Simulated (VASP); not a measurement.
# InB2As3 (Cmmm) in VASP: further runs, part 2 of 2

VASP 6.6.1. The steps go on from the part before.

## 3. Single point, PBE

This run uses another cell than the first one, of 19.65 Å³/atom.

The input, INCAR:

```
ALGO     = Normal         # electronic algorithm
EDIFF    = 1E-6           # SCF threshold, eV
ENCUT    = 520            # plane-wave cutoff, eV
GGA      = PE             # functional
ISIF     = 2              # what is computed and relaxed
ISMEAR   = 0              # smearing method
LASPH    = True           # aspherical terms in the spheres
LCHARG   = False          # write CHGCAR
LREAL    = False          # projectors in reciprocal space
LWAVE    = False          # write WAVECAR
NBANDS   = 26             # bands
NELM     = 100            # most SCF steps
PREC     = Accurate       # precision mode
SIGMA    = 0.1            # smearing width, eV
```

The input, KPOINTS:

```
k-points
0
Gamma
  8 8 10
```

The input, POSCAR:

```
InB2As3
1.0
    3.0139980243     -6.2739733508      0.0000000000
    3.0139980243      6.2739733508      0.0000000000
    0.0000000000      0.0000000000      3.1173852835
In B As
1 2 3
Direct
    0.0000000000      0.0000000000      0.0000000000
    0.6124909329      0.3875090671      0.5000000000
    0.3875090671      0.6124909329      0.5000000000
    0.2300437902      0.7699562098      0.5000000000
    0.7699562098      0.2300437902      0.5000000000
    0.5000000000      0.5000000000      0.0000000000
```

Potentials or basis: VASP PAW PBE potentials, release 64 (In_d, B, As).

The run is started by

```
$ cat potpaw_PBE.64/In_d/POTCAR potpaw_PBE.64/B/POTCAR potpaw_PBE.64/As/POTCAR > POTCAR
$ mpirun -np 1 vasp_std > vasp.out
```

OUTCAR:

```text
EDIFF = 1E-6
   ENCUT = 520
   GGA = PE
   ISIF = 2
   ISMEAR = 0
   LASPH = True
   LREAL = False
   NELM = 100
   PREC = Accurate

 ion  position               nearest neighbor table
   1  0.000  0.000  0.000-   6 3.01   6 3.01   4 3.28   4 3.28   5 3.28   5 3.28
   2  0.612  0.388  0.500-   5 1.98   6 2.10   6 2.10
   3  0.388  0.612  0.500-   4 1.98   6 2.10   6 2.10
   4  0.230  0.770  0.500-   3 1.98   1 3.28   1 3.28
   5  0.770  0.230  0.500-   2 1.98   1 3.28   1 3.28
   6  0.500  0.500  0.000-   2 2.10   3 2.10   2 2.10   3 2.10   1 3.01   1 3.01

  LATTYP: Found a base centered orthorhombic cell.
 ALAT       =     6.0279960486
 B/A-ratio  =     2.0816116335
 C/A-ratio  =     0.5171511823

  Lattice vectors:

 A1 = (   3.0139980243,  -6.2739733508,   0.0000000000)
 A2 = (   3.0139980243,   6.2739733508,   0.0000000000)
 A3 = (   0.0000000000,   0.0000000000,   3.1173852835)

Analysis of symmetry for initial positions (statically):
=====================================================================
 Subroutine PRICEL returns:
 Original cell was already a primitive cell.

 Routine SETGRP: Setting up the symmetry group for a
 base centered orthorhombic supercell.

 Subroutine GETGRP returns: Found  8 space group operations
 (whereof  8 operations were pure point group operations)
 out of a pool of  8 trial point group operations.

The static configuration has the point symmetry D_2h.

Analysis of symmetry for dynamics (positions and initial velocities):
=====================================================================
 Subroutine PRICEL returns:
 Original cell was already a primitive cell.

 Routine SETGRP: Setting up the symmetry group for a
 base centered orthorhombic supercell.

 Subroutine GETGRP returns: Found  8 space group operations
 (whereof  8 operations were pure point group operations)
 out of a pool of  8 trial point group operations.

The dynamic configuration has the point symmetry D_2h.

 Subroutine INISYM returns: Found  8 space group operations
 (whereof  8 operations are pure point group operations),
 and found     1 'primitive' translations

----------------------------------------------------------------------------------------

                                     Primitive cell

  volume of cell :     117.8979

  direct lattice vectors                    reciprocal lattice vectors
     3.013998024 -6.273973351  0.000000000     0.165892610 -0.079694314  0.000000000
     3.013998024  6.273973351  0.000000000     0.165892610  0.079694314  0.000000000
     0.000000000  0.000000000  3.117385283     0.000000000  0.000000000  0.320781652

  length of vectors
     6.960382583  6.960382583  3.117385283     0.184042228  0.184042228  0.320781652

  position of ions in fractional coordinates (direct lattice)
     0.000000000  0.000000000  0.000000000
     0.612490933  0.387509067  0.500000000
     0.387509067  0.612490933  0.500000000
     0.230043790  0.769956210  0.500000000
     0.769956210  0.230043790  0.500000000
     0.500000000  0.500000000  0.000000000

  ion indices of the primitive-cell ions
   primitive index   ion index
                 1           1
[... 33 lines left out ...]
            Coordinates               Weight
  0.000000  0.000000  0.000000      1.000000
  0.125000  0.000000  0.000000      4.000000
  0.250000  0.000000  0.000000      4.000000
  0.375000  0.000000  0.000000      4.000000
  0.500000  0.000000  0.000000      2.000000
  0.125000  0.125000  0.000000      2.000000
[... 16 lines left out ...]
  0.125000  0.000000  0.100000      8.000000
  0.250000  0.000000  0.100000      8.000000
 [... further k-points ...]
   k-points           NKPTS =    126   k-points in BZ     NKDIM =    126   number of bands    NBANDS=     26
   number of dos      NEDOS =    301   number of ions     NIONS =      6
   total plane-waves  NPLWV =  69984
   dimension x,y,z NGX =    54 NGY =   54 NGZ =   24
   dimension x,y,z NGXF=   108 NGYF=  108 NGZF=   48
   ions per type =               1   2   3
   NGX,Y,Z   is equivalent  to a cutoff of  12.90, 12.90, 12.80 a.u.
   NGXF,Y,Z  is equivalent  to a cutoff of  25.80, 25.80, 25.60 a.u.
 SYSTEM =  unknown system
   PREC   = accura    normal or accurate (medium, high low for compatibility)
   ISTART =      0    job   : 0-new  1-cont  2-samecut
   ICHARG =      2    charge: 1-file 2-atom 10-const
   ISPIN  =      1    spin polarized calculation?
   LNONCOLLINEAR =      F non collinear calculations
   LSORBIT =      F    spin-orbit coupling
   LASPH  =      T    aspherical Exc in radial PAW
   ENCUT  =  520.0 eV  38.22 Ry    6.18 a.u.  12.94 12.94  5.80*2*pi/ulx,y,z
   NELM   =    100;   NELMIN=  2; NELMDL= -5     # of ELM steps
   EDIFF  = 0.1E-05   stopping-criterion for ELM
   LREAL  =      F    real-space projection
   EDIFFG = 0.1E-04   stopping-criterion for IOM
   NSW    =      0    number of steps for IOM
   IBRION =     -1    ionic relax: 0-MD 1-quasi-New 2-CG
   NFREE  =      0    steps in history (QN), initial steepest desc. (CG)
   ISIF   =      2    stress and relaxation
   ISYM   =      2    0-nonsym 1-usesym 2-fastsym
   POTIM  = 0.5000    time-step for ionic-motion
   TEBEG  =    0.0;   TEEND  =   0.0 temperature during run
   PSTRESS=    0.0 pullay stress
   NELECT =      34.0000    total number of electrons
   NUPDOWN=      -1.0000    fix difference up-down
   EMIN   =  10.00;   EMAX   =-10.00  energy-range for DOS
   EFERMI =   0.00;   METHOD = LEGACY
   ISMEAR =     0;   SIGMA  =   0.10  broadening in eV -4-tet -1-fermi 0-gaus
   EFERMI_NEDOS =   21; number of points for ismear=-14 and -15
   IALGO  =     38    algorithm
   IMIX   =      4    mixing-type and parameters
     AMIX     =   0.40;   BMIX     =  1.00
     AMIX_MAG =   1.60;   BMIX_MAG =  1.00
  volume/ion in A,a.u.               =      19.65       132.60
  Fermi-wavevector in a.u.,A,eV,Ry     =   1.081598  2.043923 15.916825  1.169854
  Thomas-Fermi vector in A             =   2.217618
   LORBIT       =      0    0 simple, 1 ext, 2 COOP (PROOUT), +10 PAW based schemes
   GGA     = PE    functional components
   LHFCALC =     F    Hartree Fock is set to
   AEXX    =    0.0000 exact exchange contribution
   IVDW    =     0    specifies the selected vdW correction
   LEPSILON=     F    determine dielectric tensor
   LRPA    =     F    only Hartree local field effects (RPA)
 non-spin polarized calculation
 Gauss-broadening in eV      SIGMA  =   0.10
  energy-cutoff  :      520.00
  volume of cell :      117.90
 maximum number of plane-waves:      3204
 NGX is ok and might be reduce to    54
   NGX = 25   NGY = 25   NGZ = 11

 number of electron      33.9999997 magnetization

 Free energy of the ion-electron system (eV)
  ---------------------------------------------------
  ext. energy  EPLUGINS =         0.00000000
  ---------------------------------------------------
  free energy    TOTEN  =       -25.74738698 eV

  energy without entropy =      -25.73348925  energy(sigma->0) =      -25.74043812

 E-fermi :   4.8245     XC(G=0):  -9.7970

 val. band max:        4.8233007984   @ k =   0.2500   0.1250   0.4000
 cond. band min:       4.8327965765   @ k =   0.5000   0.2500   0.5000
 fundamental gap:      0.0094957781
 Fermi energy:         4.8245187825

 k-point     1 :       0.0000    0.0000    0.0000
  band No.  band energies     occupation
      1     -10.0485      2.00000
      2      -9.8820      2.00000
      3      -9.7487      2.00000
      4      -9.6362      2.00000
      5      -9.6146      2.00000
      6      -9.1322      2.00000
[... 685 lines left out ...]
     25      10.8758      0.00000
     26      11.9996      0.00000

 [... further k-points ...]

------------------------ aborting loop because EDIFF is reached ----------------------------------------

  FORCE on cell =-STRESS in cart. coord.  units (eV):
  Direction    XX          YY          ZZ          XY          YZ          ZX
  --------------------------------------------------------------------------------------
  -------------------------------------------------------------------------------------
  Total        0.0142317      0.3934021      0.1535635      0.0000000      0.0000000      0.0000000
  in kB        0.1934019      5.3461495      2.0868564      0.0000000      0.0000000      0.0000000
  external PRESSURE =       2.5421359 kB  Pullay stress =       0.0000000 kB

 VOLUME and BASIS-vectors are now :
 -----------------------------------------------------------------------------
  energy-cutoff  :      520.00
  volume of cell :      117.90
      direct lattice vectors                 reciprocal lattice vectors
     3.013998024 -6.273973351  0.000000000     0.165892610 -0.079694314  0.000000000
     3.013998024  6.273973351  0.000000000     0.165892610  0.079694314  0.000000000
     0.000000000  0.000000000  3.117385283     0.000000000  0.000000000  0.320781652

 POSITION                                       TOTAL-FORCE (eV/Angst)
 -----------------------------------------------------------------------------------
      0.00000      0.00000      0.00000        -0.000000     -0.000000      0.000000
      3.01400     -1.41153      1.55869        -0.000000      0.015570      0.000000
      3.01400      1.41153      1.55869        -0.000000     -0.015570      0.000000
      3.01400      3.38740      1.55869        -0.000000      0.062457      0.000000
      3.01400     -3.38740      1.55869        -0.000000     -0.062457      0.000000
      3.01400      0.00000      0.00000         0.000000     -0.000000      0.000000
 -----------------------------------------------------------------------------------
    total drift:                               -0.000000      0.000000      0.000000

  FREE ENERGIE OF THE ION-ELECTRON SYSTEM (eV)
  ---------------------------------------------------
  free  energy   TOTEN  =       -25.7473869829 eV

  energy  without entropy=      -25.7334892494  energy(sigma->0) =      -25.74043812
```

Run time: 3.8 min. Hardware: 1 thread of Intel Xeon 6975P-C (Granite Rapids), shared host; peak memory 0.52 GiB.

Results:

```yaml
Free_energy: -25.7474 eV
Pressure: 0.3 GPa
Largest_force: 0.062 eV/Å
Band_gap_on_the_k_mesh: zero (bands 17 and 18 overlap by 2.90 eV)
```

Forces on the atoms (eV/Å):
```
In   0.000  0.000  0.000
B    0.000  0.016  0.000
B    0.000 -0.016  0.000
As   0.000  0.062  0.000
As   0.000 -0.062  0.000
As   0.000  0.000  0.000
```

Levels at points of the mesh, in eV from the Fermi level:
```tsv
k point	band 15	band 16	band 17	band 18	band 19	band 20
(0.00, 0.00, 0.00)	-1.60	1.63	1.82	2.22	2.59	2.61
(0.50, 0.00, 0.00)	-1.54	-0.53	0.18	1.17	1.33	2.39
(0.50, 0.50, 0.00)	-1.52	-0.65	1.03	2.43	2.62	3.19
(0.00, 0.00, 0.50)	-2.43	-2.19	-1.98	-0.51	-0.45	-0.04
(0.50, 0.00, 0.50)	-2.09	-2.09	-0.52	-0.51	0.27	1.63
(0.50, 0.50, 0.50)	-2.91	-2.23	-1.11	-0.82	-0.12	0.86
```

Caveat: spin-orbit coupling is left out, which moves the levels of the heavy elements.

## 4. Single point, PBE

This run uses another cell than the first one, of 19.68 Å³/atom.

Edit INCAR of step 3 so:

```diff
@@ -1,3 +1,3 @@
 ALGO     = Normal         # electronic algorithm
-EDIFF    = 1E-6           # SCF threshold, eV
+EDIFF    = 1E-7           # SCF threshold, eV
 ENCUT    = 520            # plane-wave cutoff, eV
@@ -11,3 +11,3 @@
 NBANDS   = 26             # bands
-NELM     = 100            # most SCF steps
+NELM     = 80             # most SCF steps
 PREC     = Accurate       # precision mode
```

The input, KPOINTS:

```
k-points
0
Gamma
  8 8 12
```

The input, POSCAR:

```
InB2As3
1.0
    3.0149490685     -6.2828582580      0.0000000000
    3.0149490685      6.2828582580      0.0000000000
    0.0000000000      0.0000000000      3.1166696120
In B As
1 2 3
Direct
    0.0000000000      0.0000000000      0.0000000000
    0.6125059647      0.3874940353      0.5000000000
    0.3874940353      0.6125059647      0.5000000000
    0.2309318116      0.7690681884      0.5000000000
    0.7690681884      0.2309318116      0.5000000000
    0.5000000000      0.5000000000      0.0000000000
```

The run is started by

```
$ cat potpaw_PBE.64/In_d/POTCAR potpaw_PBE.64/B/POTCAR potpaw_PBE.64/As/POTCAR > POTCAR
$ mpirun -np 1 vasp_std > vasp.out
```

It took 4.3 min on 1 thread of Intel Xeon 6975P-C (Granite Rapids), shared host; peak memory 0.56 GiB.

The run converged. Its results:

* Free energy: -25.7797 eV
* Pressure: 0.2 GPa
* Largest force: 0.065 eV/Å
* Band gap on the k mesh: zero (bands 17 and 18 overlap by 2.91 eV)

Forces in eV/Å, atoms in the order of the input:
```
In   0.000  0.000  0.000
B    0.000  0.017  0.000
B    0.000 -0.017  0.000
As   0.000  0.065  0.000
As   0.000 -0.065  0.000
As   0.000  0.000  0.000
```

Stress tensor (GPa, compression positive):
```
0.02 0.00 0.00
0.00 0.48 0.00
0.00 0.00 0.22
```

Levels at points of the mesh, in eV from the Fermi level:
```
           k point  band 14  band 15  band 16  band 17  band 18  band 19  band 20  band 21
(0.00, 0.00, 0.00)    -2.81    -1.57     1.64     1.82     2.21     2.57     2.63     2.65
(0.50, 0.00, 0.00)    -1.98    -1.51    -0.52     0.18     1.16     1.34     2.42     3.14
(0.50, 0.50, 0.00)    -3.25    -1.49    -0.64     1.04     2.41     2.65     3.21     3.66
(0.00, 0.00, 0.50)    -3.21    -2.39    -2.19    -1.99    -0.49    -0.44    -0.06     3.14
(0.50, 0.00, 0.50)    -3.36    -2.08    -2.08    -0.51    -0.50     0.25     1.64     1.73
(0.50, 0.50, 0.50)    -3.36    -2.88    -2.23    -1.13    -0.80    -0.13     0.87     1.18
```

Caveat: spin-orbit coupling is left out, which moves the levels of the heavy elements.

## 5. The runs side by side

| task | cell | k mesh | cutoff (eV) | gap on the mesh (eV) | pressure (GPa) | largest force (eV/Å) |
| --- | --- | --- | --- | --- | --- | --- |
| relaxation of cell and atoms | relaxed from a = 5.870, b = 5.870, c = 3.951 Å, angles 90.0, 90.0, 129.4°, 6 atoms, atomic positions A | 4 × 4 × 4 | 600 | none | 0.1 | 0.03 |
| single point | a = 6.960, b = 6.960, c = 3.117 Å, angles 90.0, 90.0, 128.7°, 6 atoms, atomic positions B | 8 × 8 × 10 | 520 | none | 0.3 | 0.06 |
| single point | a = 6.969, b = 6.969, c = 3.117 Å, angles 90.0, 90.0, 128.7°, 6 atoms, atomic positions C | 8 × 8 × 12 | 520 | none | 0.2 | 0.07 |

Alike in all rows: level PBE; potentials or basis VASP PAW PBE potentials, release 64 (In_d, B, As); no spin polarisation; smearing gaussian 0.1 eV.

Caveats: some runs use coarse meshes; spin-orbit coupling is left out, which moves the levels of the heavy elements.

Absolute energies hang on the potentials; compare differences alone.

The gap in the log of VASP goes by the Fermi energy; the results here count the filled bands.